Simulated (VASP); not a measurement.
CoO, 2 atoms in the cell. Symmetry: R-3m, No. 166, trigonal system. The conventional cell has a = 3.011 Å, b = 3.011 Å, c = 7.320 Å, α = 90.00°, β = 90.00°, γ = 120.00°. Within 2.8 Å of Co (site symmetry -3m) lie 6 O at 2.12 Å. Within 2.8 Å of O (site symmetry -3m) lie 6 Co at 2.12 Å. 

```yaml
Program: VASP 6.6.1
Task: single point
Functional: PBEsol
Potentials_or_basis: VASP PAW PBE potentials, release 64 (Co, O)
Cutoff: 520 eV
k_mesh: 6 × 6 × 6
Occupations: gaussian, width 0.1 eV
Spin: collinear spin, ferromagnetic start
Starting_moments: "[3.0, 1.0] μB"
Dipole_correction: no
Further_INCAR_settings: ALGO = Normal; EDIFF = 1e-06; NBANDS = 18
```

Potentials or basis: VASP PAW PBE potentials, release 64 (Co, O).

Launch:

```bash
$ cat potpaw_PBE.64/Co/POTCAR potpaw_PBE.64/O/POTCAR > POTCAR
$ mpirun -np 1 vasp_std > vasp.out
```

Hardware: 1 thread of AMD EPYC 7R13, with other jobs on the host.

Q: Estimate the wall time of this run.

A: Run time: 50 s on 1 thread of AMD EPYC 7R13, on a shared host, peak memory 0.13 GiB. Counts: scf iterations 16, k points 32.
